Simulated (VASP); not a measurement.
Input of a VASP 6.6.1 run:

INCAR

```
SYSTEM = Au
ALGO = Normal
EDIFF = 1E-6
ENCUT = 520
ISIF = 2
ISMEAR = -1
LASPH = .True.
LCHARG = .False.
LREAL = .False.
LWAVE = .False.
NBANDS = 18
NELM = 60
PREC = Accurate
SIGMA = 0.1
```

File KPOINTS:

```
k-points
0
Gamma
  21 21 11
  0 0 0
```

The input POSCAR:

```
Au
1.0
    2.8395154501      0.0000000000      0.0000000000
   -1.4197577250      2.4590925142      0.0000000000
    0.0000000000      0.0000000000      4.7498359673
Au
2
Direct
    0.3333333333      0.6666666667      0.2500000000
    0.6666666667      0.3333333333      0.7500000000
```

Potentials or basis: VASP PAW LDA potentials, release 64 (Au).

Run with:

```bash
$ cat potpaw_LDA.64/Au/POTCAR > POTCAR
$ mpirun -np 1 vasp_std > vasp.out
```

Problem. What does it give for the band gap on the k mesh?

Solution. Zero (band 11 reaches 13.88 eV, above the bottom of band 12 at 7.13 eV).

Problem. Estimate the pressure.

Solution. 0.5 GPa.

Stress tensor (GPa, compression positive):
```
0.42 0.00 0.00
0.00 0.42 0.00
0.00 0.00 0.79
```

Caveat: spin-orbit coupling is left out, which moves the levels of the heavy elements.
